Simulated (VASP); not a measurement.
Set up this calculation in VASP 6.6.1, as the native input.

| Quantity | Value |
| --- | --- |
| Task | single point |
| Functional | r2SCAN |
| Dispersion | D3(BJ) |
| Potentials or basis | VASP PAW PBE potentials, release 64 (P) |
| Cutoff | 520 eV |
| k mesh | 16 × 16 × 16 |
| Occupations | gaussian, width 0.05 eV |
| Spin | no spin polarisation |
| Dipole correction | no |
| Further INCAR settings | ALGO = Normal; EDIFF = 1e-06; NBANDS = 12 |

Crystal: P.

```
CELL_PARAMETERS angstrom
1.72189 0.99414 3.00853
-1.72189 0.99414 3.00853
0.00000 -1.98827 3.00853
ATOMIC_POSITIONS crystal
P 0.23005 0.23005 0.23005
P 0.76995 0.76995 0.76995
```

One way to write it, as run:

POSCAR

```
P
1.0
    1.7218934786      0.9941356634      3.0085305717
   -1.7218934786      0.9941356634      3.0085305717
    0.0000000000     -1.9882713266      3.0085305718
P
2
Direct
    0.2300537872      0.2300537872      0.2300537872
    0.7699462128      0.7699462128      0.7699462128
```

INCAR.step1

```
PREC = Accurate
ENCUT = 520
ISMEAR = 0
SIGMA = 0.05
LREAL = False
LASPH = True
NELM = 100
NBANDS = 12
GGA = PE
ALGO = Normal
EDIFF = 1E-4
LWAVE = True
LCHARG = False
```

INCAR.step2

```
PREC = Accurate
ENCUT = 520
EDIFF = 1E-6
ISMEAR = 0
SIGMA = 0.05
LREAL = False
LASPH = True
NELM = 100
ALGO = Normal
ISIF = 2
LWAVE = False
LCHARG = False
METAGGA = R2SCAN
LMIXTAU = True
IVDW = 12
VDW_S6 = 1.0
VDW_S8 = 0.78981345
VDW_A1 = 0.49484001
VDW_A2 = 5.73083694
NBANDS = 12
ISTART = 1
```

KPOINTS

```
regular mesh
0
Gamma
  16 16 16
```

Potentials or basis: VASP PAW PBE potentials, release 64 (P).

Command:

```bash
$ cat potpaw_PBE.64/P/POTCAR > POTCAR
$ cp INCAR.step1 INCAR
$ mpirun -np 1 vasp_std > vasp.out
$ cp INCAR.step2 INCAR
$ mpirun -np 1 vasp_std > vasp.out
```

It gave:

* Pressure: -0.5 GPa
* Largest force: 0.101 eV/Å
* Band gap on the k mesh: zero (bands 5 and 6 overlap by 1.12 eV)
* Dispersion energy per atom: -0.214 eV

Caveat: the PAW data sets were made with another functional, which shifts forces and pressure a little.

Wall time 3.8 min on 1 thread of Intel(R) Xeon(R) 6975P-C (Granite Rapids), on a shared host, peak memory 0.25 GiB.
